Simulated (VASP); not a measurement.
# MnAs (P6_3/mmc) in VASP: a series of runs

Aim: see how the results for MnAs move with the level of theory and the settings. Levels: PBE, BLYP+D4. Tasks: single point, relaxation of cell and atoms.

Program: VASP 6.6.1. These are calculated values, not measurements. Logs are shortened: lines on timing, memory, paths and dates and some standing lists are left out, and cuts for length are marked.

## (1) The cell of the first run

The structure is hexagonal, space group P6_3/mmc (No. 194). The conventional cell has a = 3.759 Å, b = 3.759 Å, c = 5.766 Å, α = 90.00°, β = 90.00°, γ = 120.00°. As (site symmetry -6m2) has 6 Mn at 2.61 Å within 3.4 Å. Mn (site symmetry -3m) has 6 As at 2.61 Å and 2 Mn at 2.88 Å within 3.4 Å.

## (2) Single point, PBE, collinear spin, ferromagnetic start

The input, INCAR:

```
SYSTEM = MnAs
PREC = Accurate ; ENCUT = 520
EDIFF = 1E-6 ; ISMEAR = -1
SIGMA = 0.05 ; LREAL = .FALSE.
LASPH = .TRUE. ; NELM = 150
ALGO = Normal ; ISIF = 2
LWAVE = .FALSE. ; LCHARG = .TRUE.
ISPIN = 2 ; MAGMOM = 0 0 4 4
LORBIT = 11 ; LMAXMIX = 4
GGA = PE ; LELF = .TRUE.
LVHAR = .TRUE. ; NBANDS = 30
```

The input, KPOINTS:

```
Automatic mesh
0
G
  8 8 5
  0 0 0
```

The input, POSCAR:

```
MnAs
1.0
    3.7588213882      0.0000000000      0.0000000000
   -1.8794106941      3.2552348104      0.0000000000
    0.0000000000      0.0000000000      5.7658901671
As Mn
2 2
Direct
    0.6666666667      0.3333333333      0.7500000000
    0.3333333333      0.6666666667      0.2500000000
    0.0000000000      0.0000000000      0.5000000000
    0.0000000000      0.0000000000      0.0000000000
```

Potentials or basis: VASP PAW PBE potentials, release 64 (As, Mn_pv).

Launch:

```console
> cat potpaw_PBE.64/As/POTCAR potpaw_PBE.64/Mn_pv/POTCAR > POTCAR
> mpirun -np 1 vasp_std > vasp.out
```

OUTCAR:

```text
SYSTEM = MnAs
   PREC = Accurate
   ENCUT = 520
   EDIFF = 1E-6
   ISMEAR = -1
   LREAL = .FALSE.
   LASPH = .TRUE.
   NELM = 150
   ISIF = 2
   ISPIN = 2
   LORBIT = 11
   GGA = PE

 ion  position               nearest neighbor table
   1  0.667  0.333  0.750-   3 2.61   4 2.61   3 2.61   4 2.61   3 2.61   4 2.61
   2  0.333  0.667  0.250-   3 2.61   4 2.61   3 2.61   4 2.61   3 2.61   4 2.61
   3  0.000  0.000  0.500-   1 2.61   2 2.61   2 2.61   1 2.61   1 2.61   2 2.61   4 2.88   4 2.88

   4  0.000  0.000  0.000-   1 2.61   2 2.61   2 2.61   1 2.61   1 2.61   2 2.61   3 2.88   3 2.88

  LATTYP: Found a hexagonal cell.
 ALAT       =     3.7588213882
 C/A-ratio  =     1.5339622641

  Lattice vectors:

 A1 = (   3.7588213882,   0.0000000000,   0.0000000000)
 A2 = (  -1.8794106941,   3.2552348104,   0.0000000000)
 A3 = (   0.0000000000,   0.0000000000,   5.7658901671)

Analysis of symmetry for initial positions (statically):
=====================================================================
 Subroutine PRICEL returns:
 Original cell was already a primitive cell.

 Routine SETGRP: Setting up the symmetry group for a
 hexagonal supercell.

 Subroutine GETGRP returns: Found 24 space group operations
 (whereof 12 operations were pure point group operations)
 out of a pool of 24 trial point group operations.

The static configuration has the point symmetry D_3d.
 The point group associated with its full space group is D_6h.

Analysis of symmetry for dynamics (positions and initial velocities):
=====================================================================
 Subroutine PRICEL returns:
 Original cell was already a primitive cell.

 Routine SETGRP: Setting up the symmetry group for a
 hexagonal supercell.

 Subroutine GETGRP returns: Found 24 space group operations
 (whereof 12 operations were pure point group operations)
 out of a pool of 24 trial point group operations.

The dynamic configuration has the point symmetry D_3d.
 The point group associated with its full space group is D_6h.

Analysis of structural, dynamic, and magnetic symmetry:
=====================================================================
 Subroutine PRICEL returns:
 Original cell was already a primitive cell.

 Routine SETGRP: Setting up the symmetry group for a
 hexagonal supercell.

 Subroutine GETGRP returns: Found 24 space group operations
 (whereof 12 operations were pure point group operations)
 out of a pool of 24 trial point group operations.

The overall configuration has the point symmetry D_3d.
 The point group associated with its full space group is D_6h.

 Subroutine INISYM returns: Found 24 space group operations
 (whereof 12 operations are pure point group operations),
 and found     1 'primitive' translations

----------------------------------------------------------------------------------------

                                     Primitive cell

  volume of cell :      70.5505

  direct lattice vectors                    reciprocal lattice vectors
     3.758821388  0.000000000  0.000000000     0.266040840  0.153598751  0.000000000
    -1.879410694  3.255234810  0.000000000     0.000000000  0.307197501  0.000000000
     0.000000000  0.000000000  5.765890167     0.000000000  0.000000000  0.173433758

  length of vectors
     3.758821388  3.758821388  5.765890167     0.307197501  0.307197501  0.173433758

  position of ions in fractional coordinates (direct lattice)
     0.666666667  0.333333333  0.750000000
     0.333333333  0.666666667  0.250000000
     0.000000000  0.000000000  0.500000000
     0.000000000  0.000000000  0.000000000

  ion indices of the primitive-cell ions
   primitive index   ion index
                 1           1
                 2           2
                 3           3
                 4           4

----------------------------------------------------------------------------------------

 KPOINTS: Automatic mesh

Automatic generation of k-mesh.
 Grid dimensions read from file:
 generate k-points for:    8    8    5

 Generating k-lattice:

  Cartesian coordinates                     Fractional coordinates (reciprocal lattice)
     0.033255105  0.019199844  0.000000000     0.125000000 -0.000000000  0.000000000
     0.000000000  0.038399688  0.000000000     0.000000000  0.125000000  0.000000000
     0.000000000  0.000000000  0.034686752     0.000000000  0.000000000  0.200000000

  Length of vectors
     0.038399688  0.038399688  0.034686752

  Shift w.r.t. Gamma in fractional coordinates (k-lattice)
     0.000000000  0.000000000  0.000000000

 Subroutine IBZKPT returns following result:
 ===========================================

 Found     30 irreducible k-points:

 Following reciprocal coordinates:
            Coordinates               Weight
  0.000000  0.000000  0.000000      1.000000
  0.125000  0.000000  0.000000      6.000000
  0.250000  0.000000  0.000000      6.000000
  0.375000  0.000000  0.000000      6.000000
  0.500000  0.000000  0.000000      3.000000
  0.125000  0.125000  0.000000      6.000000
[... 16 lines left out ...]
  0.250000  0.000000  0.400000     12.000000
  0.375000  0.000000  0.400000     12.000000
 [... further k-points ...]
   k-points           NKPTS =     30   k-points in BZ     NKDIM =     30   number of bands    NBANDS=     30
   number of dos      NEDOS =    301   number of ions     NIONS =      4
   total plane-waves  NPLWV =  37632
   dimension x,y,z NGX =    28 NGY =   28 NGZ =   48
   dimension x,y,z NGXF=    56 NGYF=   56 NGZF=   96
   ions per type =               2   2
   NGX,Y,Z   is equivalent  to a cutoff of  12.38, 12.38, 13.84 a.u.
   NGXF,Y,Z  is equivalent  to a cutoff of  24.77, 24.77, 27.68 a.u.
 SYSTEM =  MnAs
   PREC   = accura    normal or accurate (medium, high low for compatibility)
   ISTART =      0    job   : 0-new  1-cont  2-samecut
   ICHARG =      2    charge: 1-file 2-atom 10-const
   ISPIN  =      2    spin polarized calculation?
   LNONCOLLINEAR =      F non collinear calculations
   LSORBIT =      F    spin-orbit coupling
   LASPH  =      T    aspherical Exc in radial PAW
   ENCUT  =  520.0 eV  38.22 Ry    6.18 a.u.   6.99  6.99 10.72*2*pi/ulx,y,z
   NELM   =    150;   NELMIN=  2; NELMDL= -5     # of ELM steps
   EDIFF  = 0.1E-05   stopping-criterion for ELM
   LREAL  =      F    real-space projection
   EDIFFG = 0.1E-04   stopping-criterion for IOM
   NSW    =      0    number of steps for IOM
   IBRION =     -1    ionic relax: 0-MD 1-quasi-New 2-CG
   NFREE  =      0    steps in history (QN), initial steepest desc. (CG)
   ISIF   =      2    stress and relaxation
   ISYM   =      2    0-nonsym 1-usesym 2-fastsym
   POTIM  = 0.5000    time-step for ionic-motion
   TEBEG  =    0.0;   TEEND  =   0.0 temperature during run
   PSTRESS=    0.0 pullay stress
   NELECT =      36.0000    total number of electrons
   NUPDOWN=      -1.0000    fix difference up-down
   EMIN   =  10.00;   EMAX   =-10.00  energy-range for DOS
   EFERMI =   0.00;   METHOD = LEGACY
   ISMEAR =    -1;   SIGMA  =   0.05  broadening in eV -4-tet -1-fermi 0-gaus
   EFERMI_NEDOS =   21; number of points for ismear=-14 and -15
   IALGO  =     38    algorithm
   IMIX   =      4    mixing-type and parameters
     AMIX     =   0.40;   BMIX     =  1.00
     AMIX_MAG =   1.60;   BMIX_MAG =  1.00
  volume/ion in A,a.u.               =      17.64       119.02
  Fermi-wavevector in a.u.,A,eV,Ry     =   1.308204  2.472147 23.284987  1.711398
  Thomas-Fermi vector in A             =   2.438887
   LORBIT       =     11    0 simple, 1 ext, 2 COOP (PROOUT), +10 PAW based schemes
   GGA     = PE    functional components
   LHFCALC =     F    Hartree Fock is set to
   AEXX    =    0.0000 exact exchange contribution
   IVDW    =     0    specifies the selected vdW correction
   LEPSILON=     F    determine dielectric tensor
   LRPA    =     F    only Hartree local field effects (RPA)
 spin polarized calculation
  energy-cutoff  :      520.00
  volume of cell :       70.55
 maximum number of plane-waves:      1911
 NGX is ok and might be reduce to    28
   NGX = 13   NGY = 13   NGZ = 21

 number of electron      35.9999993 magnetization       6.5647195

 Free energy of the ion-electron system (eV)
  ---------------------------------------------------
  ext. energy  EPLUGINS =         0.00000000
  ---------------------------------------------------
  free energy    TOTEN  =       -28.15371907 eV

  energy without entropy =      -28.13066689  energy(sigma->0) =      -28.14219298

 E-fermi :   6.3950     XC(G=0): -10.9748

 val. band max:        6.3934620097   @ k =   0.2500   0.1250   0.4000
 cond. band min:       6.4087753060   @ k =   0.0000   0.0000   0.0000
 fundamental gap:      0.0153132963
 Fermi energy:         6.3950115568

 spin component 1

 k-point     1 :       0.0000    0.0000    0.0000
  band No.  band energies     occupation
      1     -43.6386      1.00000
      2     -43.6386      1.00000
      3     -43.6307      1.00000
      4     -43.6307      1.00000
      5     -43.4520      1.00000
      6     -43.3693      1.00000
[... 781 lines left out ...]
     29      15.1400      0.00000
     30      16.9321      0.00000

 [... further k-points ...]

 spin component 2

 k-point     1 :       0.0000    0.0000    0.0000
  band No.  band energies     occupation
      1     -40.0470      1.00000
      2     -40.0470      1.00000
      3     -40.0432      1.00000
      4     -40.0374      1.00000
      5     -40.0374      1.00000
      6     -39.9453      1.00000
[... 781 lines left out ...]
     29      15.7411      0.00000
     30      17.4987      0.00000

 [... further k-points ...]
[... 5 lines left out ...]
  --------------------------------------------------------------------------------------
  -------------------------------------------------------------------------------------
  Total       -2.0269172     -2.0269172     -3.0858607     -0.0000000      0.0000000      0.0000000
  in kB      -46.0305548    -46.0305548    -70.0787778     -0.0000000      0.0000000      0.0000000
  external PRESSURE =     -54.0466291 kB  Pullay stress =       0.0000000 kB

 VOLUME and BASIS-vectors are now :
 -----------------------------------------------------------------------------
  energy-cutoff  :      520.00
  volume of cell :       70.55
      direct lattice vectors                 reciprocal lattice vectors
     3.758821388  0.000000000  0.000000000     0.266040840  0.153598751  0.000000000
    -1.879410694  3.255234810  0.000000000     0.000000000  0.307197501  0.000000000
     0.000000000  0.000000000  5.765890167     0.000000000  0.000000000  0.173433758

 POSITION                                       TOTAL-FORCE (eV/Angst)
 -----------------------------------------------------------------------------------
      1.87941      1.08508      4.32442        -0.000000     -0.000000      0.000000
     -0.00000      2.17016      1.44147         0.000000      0.000000      0.000000
      0.00000      0.00000      2.88295        -0.000000      0.000000      0.000000
      0.00000      0.00000      0.00000        -0.000000      0.000000      0.000000
 -----------------------------------------------------------------------------------
    total drift:                               -0.000000      0.000000      0.000000

  FREE ENERGIE OF THE ION-ELECTRON SYSTEM (eV)
  ---------------------------------------------------
  free  energy   TOTEN  =       -28.1537190748 eV

  energy  without entropy=      -28.1306668885  energy(sigma->0) =      -28.14219298

 total charge

# of ion       s       p       d       tot
------------------------------------------
    1        1.231   1.492   0.043   2.766
    2        1.231   1.492   0.043   2.766
    3        0.273   6.225   5.025  11.523
    4        0.273   6.225   5.025  11.523
--------------------------------------------------
tot          3.007  15.434  10.137  28.579

 magnetization (x)

# of ion       s       p       d       tot
------------------------------------------
    1        0.013  -0.149   0.008  -0.128
    2        0.013  -0.149   0.008  -0.128
    3        0.038   0.025   3.275   3.339
    4        0.038   0.025   3.275   3.339
--------------------------------------------------
tot          0.102  -0.248   6.566   6.421
```

It took 3.2 min on 1 thread of Oxide Virtual Turin-like, shared host; peak memory 0.23 GiB.

Results:

| Property | Result |
| --- | --- |
| Free energy | -28.1537 eV |
| Pressure | -5.4 GPa |
| Net moment | 6.56 μB per cell |
| Site moments | As -0.13; Mn +3.34 μB |
| Valence electrons inside the program's atomic spheres | As 2.77; Mn 11.52 |

Stress tensor (GPa, compression positive):
```
-4.60  0.00  0.00
 0.00 -4.60  0.00
 0.00  0.00 -7.01
```

Caveat: only a ferromagnetic start was run, and an antiferromagnetic order may lie lower in energy.

## (3) Relaxation of cell and atoms, BLYP+D4, collinear spin, ferromagnetic start

This run uses another cell than the first one, of 16.96 Å³/atom, 0.962 times its volume.

The input, INCAR:

```
SYSTEM = MnAs
PREC = Accurate
ENCUT = 600
EDIFF = 1E-7
ISMEAR = -1
SIGMA = 0.05
LREAL = .False.
LASPH = .True.
NELM = 150
ALGO = Normal
ISIF = 3
LWAVE = .False.
LCHARG = .False.
ISPIN = 2
MAGMOM = 0 0 4 4
LORBIT = 11
LMAXMIX = 4
GGA = B5
ALDAX = 1.0
AGGAX = 1.0
AGGAC = 1.0
ALDAC = 0.0
IVDW = 13
VDW_S6 = 1.0
VDW_S8 = 2.34076671
VDW_A1 = 0.44488865
VDW_A2 = 4.0933009
IBRION = 2
NSW = 60
EDIFFG = -0.01
```

The input, KPOINTS:

```
regular mesh
0
Gamma
  8 8 5
  0 0 0
```

The input, POSCAR:

```
MnAs
1.0
    3.7100000000      0.0000000000      0.0000000000
   -1.8550000000      3.2129542480      0.0000000000
    0.0000000000      0.0000000000      5.6910000000
As Mn
2 2
Direct
    0.6666666667      0.3333333333      0.7500000000
    0.3333333333      0.6666666667      0.2500000000
    0.0000000000      0.0000000000      0.5000000000
    0.0000000000      0.0000000000      0.0000000000
```

Potentials or basis: VASP PAW PBE potentials, release 64 (As, Mn_pv).

Launch:

```console
> cat potpaw_PBE.64/As/POTCAR potpaw_PBE.64/Mn_pv/POTCAR > POTCAR
> mpirun -np 1 vasp_std > vasp.out
```

Wall time 8.2 min (1 thread of Oxide Virtual Turin-like, shared host); peak memory 0.26 GiB.

Results (log left out):

```
Free energy                                           : -27.7132 eV
Relaxed volume                                        : 15.59 Å³/atom
Relaxed cell                                          : a = 3.622 Å, b = 3.622 Å, c = 5.489 Å, α = 90.00°, β = 90.00°, γ = 120.00°
Space group after relaxing (to 0.05 Å)                : P6_3/mmc (No. 194)
Energy gained by relaxing                             : 28.4 meV/atom
Ionic steps                                           : 3
Pressure after relaxing                               : 0.0 GPa
Net moment                                            : 5.31 μB per cell
Site moments                                          : As -0.10; Mn +2.71 μB
Valence electrons inside the program's atomic spheres : As 2.87; Mn 11.76
Dispersion energy per atom                            : -0.831 eV
```

Step by step:
```tsv
step	energy change (eV)	largest force (eV/Å)	pressure (GPa)	volume (Å³)
1	0.0000	0.0000	-5.37	67.84
2	-0.1137	0.0000	-0.10	62.41
3	-0.1137	0.0000	0.00	62.35
```

Final structure:
```yaml
crystal:
  lattice:
    - [3.62169, 0.00000, 0.00000]
    - [-1.81084, 3.13647, 0.00000]
    - [0.00000, 0.00000, 5.48890]
  atoms:
    - { symbol: As, position: [0.66667, 0.33333, 0.75000] }
    - { symbol: As, position: [0.33333, 0.66667, 0.25000] }
    - { symbol: Mn, position: [0.00000, 0.00000, 0.50000] }
    - { symbol: Mn, position: [0.00000, 0.00000, 0.00000] }
```

Levels at points of the mesh, in eV from the Fermi level:
Spin up:
| k point | band 19 | band 20 | band 21 | band 22 | band 23 | band 24 |
| --- | --- | --- | --- | --- | --- | --- |
| (0.00, 0.00, 0.00) | 0.08 | 0.68 | 0.68 | 1.76 | 3.39 | 3.39 |
| (0.50, 0.00, 0.00) | -1.77 | -1.46 | -1.25 | 0.05 | 1.67 | 3.73 |
Spin down:
| k point | band 13 | band 14 | band 15 | band 16 | band 17 | band 18 |
| --- | --- | --- | --- | --- | --- | --- |
| (0.00, 0.00, 0.00) | -0.48 | -0.48 | -0.28 | -0.28 | 0.64 | 0.64 |
| (0.50, 0.00, 0.00) | -3.07 | -2.12 | -1.63 | 0.43 | 0.52 | 0.55 |

Caveat: the PAW data sets were made with another functional, which shifts forces and pressure a little; only a ferromagnetic start was run, and an antiferromagnetic order may lie lower in energy; pairwise dispersion overbinds metals, which lowers pressure and volume.
